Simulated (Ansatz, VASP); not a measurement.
BiTe: VASP beside Ansatz

```xyz
2
Lattice="2.4546 1.4172 3.3609 -2.4546 1.4172 3.3609 0.0000 -2.8343 3.3609" Properties=species:S:1:pos:R:3 pbc="T T T"
Bi    0.0000    0.0000    5.0414
Te    0.0000    0.0000    0.0000
```

Alike in both runs: task single point; functional PBE0; k mesh 4 × 4 × 4; occupations fermi-dirac, width 0.05 eV; no spin polarisation.

|  | VASP | Ansatz |
| --- | --- | --- |
| version | VASP 6.6.1 | Ansatz 0.2.0 |
| potentials or method | VASP PAW PBE potentials, release 64 (Bi_d, Te) | Ansatz PAW |
| plane-wave cutoff (eV) | 520 | 420 |
| valence electrons in the cell | 21 | 31 |

```csv
,VASP,Ansatz,Ansatz less VASP
gap on the k mesh at the Fermi level (eV),none,none,-
pressure (GPa),-3.9,-3.6,+0.31
"traceless stress, the component that is largest in VASP (GPa)",0.75,0.67,-0.077
```

A gap of «none» marks a metal or a gap that the smearing closes. With one functional, cell and mesh, what is left measures potentials, basis and numerics. VASP's potentials hold 21 valence electrons a cell and Ansatz's 31, so a difference there can come from the potentials and not from the codes.

The k mesh is coarse, so the values compare programs but aren't converged. Spin-orbit coupling is off throughout.
